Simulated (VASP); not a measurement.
Set up this calculation in VASP 6.6.1, as the native input.

| Quantity | Value |
| --- | --- |
| Task | single point |
| Functional | PBE |
| Potentials or basis | VASP PAW PBE potentials, release 64 (Zn, Sn_d, N) |
| Cutoff | 520 eV |
| k mesh | 4 × 4 × 4 |
| Occupations | gaussian, width 0.1 eV |
| Spin | no spin polarisation |
| Dipole correction | no |
| Further INCAR settings | ALGO = Normal; EDIFF = 1e-06; NBANDS = 39 |

The structure of Zn3SnN2 lies in POSCAR:

```
Zn3SnN2
1.0
   -2.5385445370      2.3214108296      4.2815721396
    2.5385445370     -2.3214108296      4.2815721396
    2.5385445370      2.3214108296     -4.2815721396
Zn Sn N
3 1 2
Direct
    0.5000000000      0.5000000000      0.0000000000
    0.2246866461      0.2246866461      0.0000000000
    0.7753133539      0.7753133539      0.0000000000
    0.5000000000      0.0000000000      0.5000000000
    0.0000000000      0.5000000000      0.5000000000
    0.0000000000      0.0000000000      0.0000000000
```

These files were run (other wordings do the same):

INCAR

```
SYSTEM = Zn3SnN2
PREC     = Accurate       ! precision mode
ENCUT    = 520            ! plane-wave cutoff, eV
EDIFF    = 1E-6           ! SCF threshold, eV
ISMEAR   = 0              ! smearing method
SIGMA    = 0.1            ! smearing width, eV
LREAL    = .FALSE.        ! projectors in reciprocal space
LASPH    = .TRUE.         ! aspherical terms in the spheres
NELM     = 100            ! most SCF steps
ALGO     = Normal         ! electronic algorithm
ISIF     = 2              ! what is computed and relaxed
LWAVE    = .FALSE.        ! write WAVECAR
LCHARG   = .TRUE.         ! write CHGCAR
GGA      = PE             ! functional
LELF     = .TRUE.         ! ELF
LVHAR    = .TRUE.       
NBANDS   = 39             ! bands
```

KPOINTS

```
Automatic mesh
0
G
  4 4 4
  0 0 0
```

Potentials or basis: VASP PAW PBE potentials, release 64 (Zn, Sn_d, N).

The run is started by

```console
$ cat potpaw_PBE.64/Zn/POTCAR potpaw_PBE.64/Sn_d/POTCAR potpaw_PBE.64/N/POTCAR > POTCAR
$ mpirun -np 1 vasp_std > vasp.out
```

It gave:

* Pressure: 0.3 GPa
* Largest force: 0.058 eV/Å
* Band gap on the k mesh: zero (band 30 reaches 3.58 eV, above the bottom of band 31 at 3.06 eV)

Caveat: the k points lie up to 0.46 Å⁻¹ apart; spin-orbit coupling is left out, which moves the levels of the heavy elements.

Run time: 49 s on 1 thread of Intel(R) Xeon(R) 6975P-C (Granite Rapids), on a shared host, peak memory 0.28 GiB.
